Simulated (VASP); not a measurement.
Tl: relaxation of cell and atoms with LDA

Tl:

```xyz
2
Lattice="3.4560 0.0000 0.0000 -1.7280 2.9930 0.0000 0.0000 0.0000 5.5250" Properties=species:S:1:pos:R:3 pbc="T T T"
Tl    1.7280    0.9977    4.1438
Tl    0.0000    1.9953    1.3813
```

```json
{
 "Program": "VASP 6.6.1",
 "Task": "relaxation of cell and atoms",
 "Functional": "LDA",
 "Potentials or basis": "VASP PAW LDA potentials, release 64 (Tl_d)",
 "Cutoff": "600 eV",
 "k mesh": "7 × 7 × 4",
 "Occupations": "fermi-dirac, width 0.05 eV",
 "Spin": "no spin polarisation",
 "Dipole correction": "no",
 "Further INCAR settings": "ALGO = Normal; EDIFF = 1e-07; IBRION = 2; EDIFFG = -0.01; NSW = 80; ISIF = 3"
}
```

| Item | Value |
| --- | --- |
| Relaxed volume | 27.35 Å³/atom |
| Relaxed cell | a = 3.370 Å, b = 3.370 Å, c = 5.560 Å, α = 90.00°, β = 90.00°, γ = 120.00° |
| Space group after relaxing (to 0.1 Å) | P6_3/mmc (No. 194) |
| Energy gained by relaxing | 9.3 meV/atom |
| Ionic steps | 7 |
| Pressure after relaxing | 0.0 GPa |
| Band gap on the k mesh | zero (bands 13 and 14 overlap by 5.31 eV) |

Step by step:
```csv
step,energy change (eV),largest force (eV/Å),pressure (GPa),volume (Å³)
1,0.0000,0.0000,-1.58,57.15
2,-0.0152,0.0000,-0.08,54.85
3,-0.0155,0.0000,0.20,54.48
4,-0.0181,0.0000,0.16,54.46
5,-0.0186,0.0000,0.16,54.44
6,-0.0186,0.0000,0.16,54.44
7,-0.0187,0.0000,-0.04,54.69
```

Final structure:
```xyz
2
Lattice="3.3702 0.0000 0.0000 -1.6851 2.9187 0.0000 0.0000 0.0000 5.5602" Properties=species:S:1:pos:R:3 pbc="T T T"
Tl    1.6851    0.9729    4.1702
Tl    0.0000    1.9458    1.3901
```

Levels at points of the mesh, in eV from the Fermi level:
```
           k point  band 11  band 12  band 13  band 14  band 15  band 16
(0.00, 0.00, 0.00)   -10.42    -5.46    -3.20     8.58     8.58    10.42
(0.00, 0.00, 0.50)    -8.97    -8.97     2.98     2.98     9.54     9.54
```

Run time: 43 s on 1 thread of Intel(R) Xeon(R) Platinum 8559C (Emerald Rapids) (shared host), peak memory 0.17 GiB.

The cell as given is a measured one (28.57 Å³/atom); LDA puts the equilibrium volume -4.3 % from it, thermal expansion not counted.

Caveat: spin-orbit coupling is left out, which moves the levels of the heavy elements.
